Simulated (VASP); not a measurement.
## SrTiO3: single point with HSE06

SrTiO3:

```
Sr Ti O
1.0
     3.82871    0.00000    0.00000
     0.00000    3.82871    0.00000
     0.00000    0.00000    3.82871
Sr Ti O
1 1 3
Cartesian
  0.0000 0.0000 0.0000
  1.9144 1.9144 1.9144
  1.9144 1.9144 0.0000
  1.9144 0.0000 1.9144
  0.0000 1.9144 1.9144
```

This cell differs from its parent crystal: strain -2.0%.

- Program: VASP 6.6.1
- Task: single point
- Functional: HSE06
- Potentials or basis: VASP PAW PBE potentials, release 64 (Sr_sv, Ti_sv, O)
- Cutoff: 520 eV
- k mesh: 4 × 4 × 4
- Occupations: gaussian, width 0.01 eV
- Spin: no spin polarisation
- Dipole correction: no
- Grid for exact exchange (PRECFOCK): Fast
- Further INCAR settings: ALGO = Normal; EDIFF = 1e-06; NBANDS = 28
- Share of exact exchange: 0.25
- Screening parameter: 0.2079 1/Å

```json
{"Pressure": "11.9 GPa", "Band gap on the k mesh": "3.43 eV (least direct gap 3.78 eV)"}
```

Levels at points of the mesh, in eV from the valence-band top:
| k point | band 17 | band 18 | band 19 | band 20 | band 21 | band 22 | band 23 | band 24 |
| --- | --- | --- | --- | --- | --- | --- | --- | --- |
| (0.00, 0.00, 0.00) | -1.37 | -0.35 | -0.35 | -0.35 | 3.43 | 3.43 | 3.43 | 6.18 |
| (0.50, 0.00, 0.00) | -2.67 | -2.28 | -0.80 | -0.80 | 3.65 | 5.78 | 5.78 | 6.23 |
| (0.50, 0.50, 0.00) | -1.92 | -1.77 | -1.77 | -0.10 | 5.80 | 5.80 | 6.38 | 7.40 |
| (0.50, 0.50, 0.50) | -4.21 | 0.00 | 0.00 | 0.00 | 6.67 | 6.67 | 6.67 | 8.90 |

Run time: 11 min on 1 thread of Intel(R) Xeon(R) Platinum 8488C (Sapphire Rapids), with other jobs on the host, peak memory 0.28 GiB.

Caveat: the cell differs from its parent crystal (strain -2.0%); the cell stands under pressure; the PAW data sets were made with another functional, which shifts forces and pressure a little. A k mesh can miss the band edges.
